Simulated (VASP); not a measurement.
Input of a VASP 6.6.1 run:

File POSCAR:

```
AlSn
1.0
    4.1981056157      0.0000000000      0.0000000000
   -2.0990528078      3.6356661109      0.0000000000
    0.0000000000      0.0000000000      3.3068470000
Sn Al
1 1
Direct
    0.3333333333      0.6666666667      0.5000000000
    0.0000000000      0.0000000000      0.0000000000
```

The input INCAR.step1:

```
SYSTEM = AlSn
PREC = Accurate
ENCUT = 600
ISMEAR = -1
SIGMA = 0.05
LREAL = .FALSE.
LASPH = .TRUE.
NELM = 80
GGA = PE
ALGO = Normal
EDIFF = 1E-4
LWAVE = .TRUE.
LCHARG = .FALSE.
```

Contents of INCAR.step2:

```
SYSTEM = AlSn
PREC = Accurate
ENCUT = 600
EDIFF = 1E-6
ISMEAR = -1
SIGMA = 0.05
LREAL = .FALSE.
LASPH = .TRUE.
NELM = 80
ALGO = Normal
ISIF = 3
LWAVE = .FALSE.
LCHARG = .FALSE.
METAGGA = R2SCAN
LMIXTAU = .TRUE.
IBRION = 2
NSW = 60
EDIFFG = -0.01
ISTART = 1
```

Contents of KPOINTS:

```
Automatic mesh
0
G
  7 7 8
  0 0 0
```

Potentials or basis: VASP PAW PBE potentials, release 64 (Sn_d, Al).

Run with:

```console
$ cat potpaw_PBE.64/Sn_d/POTCAR potpaw_PBE.64/Al/POTCAR > POTCAR
$ cp INCAR.step1 INCAR
$ mpirun -np 1 vasp_std > vasp.out
$ cp INCAR.step2 INCAR
$ mpirun -np 1 vasp_std > vasp.out
```

Problem. Estimate the relaxed cell.

Solution. a = 4.178 Å, b = 4.178 Å, c = 3.267 Å, α = 90.00°, β = 90.00°, γ = 120.00°.

Problem. Estimate the space group after relaxing (to 0.05 Å).

Solution. P-6m2 (No. 187).

Final structure:
```xyz
2
Lattice="4.1777 0.0000 0.0000 -2.0888 3.6180 0.0000 0.0000 0.0000 3.2674" Properties=species:S:1:pos:R:3 pbc="T T T"
Sn    0.0000    2.4120    1.6337
Al    2.0888    3.6180    3.2674
```
